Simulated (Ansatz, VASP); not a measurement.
SnSe2 in VASP and in Ansatz

Contents of INCAR:

```
SYSTEM = SnSe2
ALGO     = Normal         ! electronic algorithm
EDIFF    = 1E-7           ! SCF threshold, eV
ENCUT    = 520            ! plane-wave cutoff, eV
GGA      = PE             ! functional
ISIF     = 2              ! what is computed and relaxed
ISMEAR   = 0              ! smearing method
IVDW     = 12             ! dispersion correction
LASPH    = .True.         ! aspherical terms in the spheres
LCHARG   = .True.         ! write CHGCAR
LELF     = .True.         ! ELF
LREAL    = .False.        ! projectors in reciprocal space
LVHAR    = .True.       
LWAVE    = .False.        ! write WAVECAR
NBANDS   = 20             ! bands
NELM     = 100            ! most SCF steps
PREC     = Accurate       ! precision mode
SIGMA    = 0.03           ! smearing width, eV
```

KPOINTS

```
k-points
0
Gamma
  12 12 6
  0 0 0
```

The input POSCAR:

```
SnSe2
1.0
    3.7430723807      0.0000000000      0.0000000000
   -1.8715361904      3.2415957699      0.0000000000
    0.0000000000      0.0000000000      6.1619218883
Sn Se
1 2
Direct
    0.0000000000      0.0000000000      0.0000000000
    0.3333333333      0.6666666667      0.2651529960
    0.6666666667      0.3333333333      0.7348470040
```

Input for Ansatz:

```yaml
crystal:
  lattice:
    - [3.7430723807, 0.0, 0.0]
    - [-1.8715361904, 3.2415957699, 0.0]
    - [0.0, 0.0, 6.1619218883]
  atoms:
    - { symbol: Sn, position: [0.0, 0.0, 0.0] }
    - { symbol: Se, position: [0.3333333333, 0.6666666667, 0.265152996] }
    - { symbol: Se, position: [0.6666666667, 0.3333333333, 0.734847004] }
basis:
  ecutwfc: 420
kpoints:
  mp_grid: { grid: [12, 12, 6] }
hamiltonian:
  xc: pbe
  dispersion: d3bj
scf:
  occupations: { method: gaussian, width: 0.03 }
output:
  forces: true
  stress: true
  eigenvalues: true
```

Change from the starting cell: strain -0.025 along x and y, +0.025 along z, atoms carried along.

Alike in both runs: task single point; functional PBE; dispersion D3(BJ); k mesh 12 × 12 × 6; occupations gaussian, width 0.03 eV; no spin polarisation.

|  | VASP | Ansatz |
| --- | --- | --- |
| version | VASP 6.6.1 | Ansatz 0.2.0 |
| potentials or method | VASP PAW PBE potentials, release 64 (Sn_d, Se), cutoff 520 eV | scalar-relativistic, plane waves, PAW |
| valence electrons in the cell | 26 | 46 |

Ansatz gave:

```
gap on the k mesh at the Fermi level (eV)                     : 0.39
least direct gap on the mesh (eV)                             : 1.09
pressure (GPa)                                                : 1.8
traceless stress, the component that is largest in VASP (GPa) : -2.36
rms of the force components (eV/Å)                            : 0.041
```

Problem. Which values does VASP return?

Solution. gap on the k mesh at the Fermi level (eV): 0.39; least direct gap on the mesh (eV): 1.08; pressure (GPa): 1.9; traceless stress, the component that is largest in VASP (GPa): -2.34; rms of the force components (eV/Å): 0.034.

Atom by atom the forces differ by 0.007 eV/Å (rms over components). VASP's potentials hold 26 valence electrons a cell and Ansatz's 46, so a difference there can come from the potentials and not from the codes.
